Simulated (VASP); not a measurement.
Runs of VASP 6.6.1 on NaI. The structure is that of space group Fm-3m (No. 225), or close to it. The cells are those of the table. 

```tsv
cell	gap on the mesh (eV)	pressure (GPa)
a = 4.544, b = 4.544, c = 4.440 Å, angles 60.8, 60.8, 58.5°, 2 atoms	4.56	0.8
a = 4.474, b = 4.474, c = 4.440 Å, angles 60.3, 60.3, 59.5°, 2 atoms	(c)	1.4
a = 4.508 Å, angles 60.0°, 2 atoms	4.58	0.6
a = 4.714 Å, angles 60.0°, 2 atoms	4.19	-1.3
a = 4.611, b = 4.611, c = 4.577 Å, angles 60.2, 60.2, 59.5°, 2 atoms	(d)	(b)
a = 4.543, b = 4.543, c = 4.508 Å, angles 60.3, 60.3, 59.5°, 2 atoms	4.52	0.4
a = 4.543, b = 4.543, c = 4.577 Å, angles 59.8, 59.8, 60.5°, 2 atoms	4.48	0.1
a = 4.646 Å, angles 60.0°, 2 atoms	4.31	-0.8
a = 4.509, b = 4.509, c = 4.440 Å, angles 60.5, 60.5, 59.0°, 2 atoms	4.62	1.0
a = 4.612, b = 4.612, c = 4.508 Å, angles 60.7, 60.7, 58.5°, 2 atoms	4.42	(a)
```

Alike in all rows: task single point; level r2SCAN; potentials or basis VASP PAW PBE potentials, release 64 (Na_pv, I); no spin polarisation; k mesh 6 × 6 × 6; cutoff (eV) 520; smearing gaussian 0.05 eV.

Problem. Estimate the missing entries.

Solution. (a) -0.1; (b) -0.4; (c) 4.68; (d) 4.38.

Caveats: the PAW data sets were made with another functional, which shifts forces and pressure a little; spin-orbit coupling is left out, which moves the levels of the heavy elements.

A k mesh can miss the band edges, and the runs leave out spin-orbit coupling on I.
